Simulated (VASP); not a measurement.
The system is Te2Mo (series).

```
Te Mo
1.0
     3.51820    0.00000    0.00000
    -1.75910    3.04685    0.00000
     0.00000    0.00000   13.97360
Te Mo
4 2
Direct
  0.33333 0.66667 0.62100
  0.66667 0.33333 0.12100
  0.33333 0.66667 0.87900
  0.66667 0.33333 0.37900
  0.33333 0.66667 0.25000
  0.66667 0.33333 0.75000
```

Base run:

```yaml
Program: VASP 6.6.1
Functional: PBE
Dispersion: D3(BJ)
Potentials_or_basis: VASP PAW PBE potentials, release 64 (Te, Mo_sv)
Cutoff: 500 eV
k_mesh: 12 × 12 × 4
Occupations: gaussian, width 0.02 eV
Spin: no spin polarisation
```

Its results: band gap on the k mesh 0.75 eV, indirect (least direct gap 1.04 eV); pressure -0.5 GPa; largest force 0.181 eV/Å.

Question: The run is repeated on the same cell with these changes: k mesh from 12 × 12 × 4 to 3 × 3 × 1. What comes out?

Answer: Band gap on the k mesh 1.00 eV, direct; pressure -0.9 GPa; largest force 0.112 eV/Å.

Caveats: some runs use coarse meshes; spin-orbit coupling is left out, which moves the levels of the heavy elements.

A k mesh can miss the band edges.
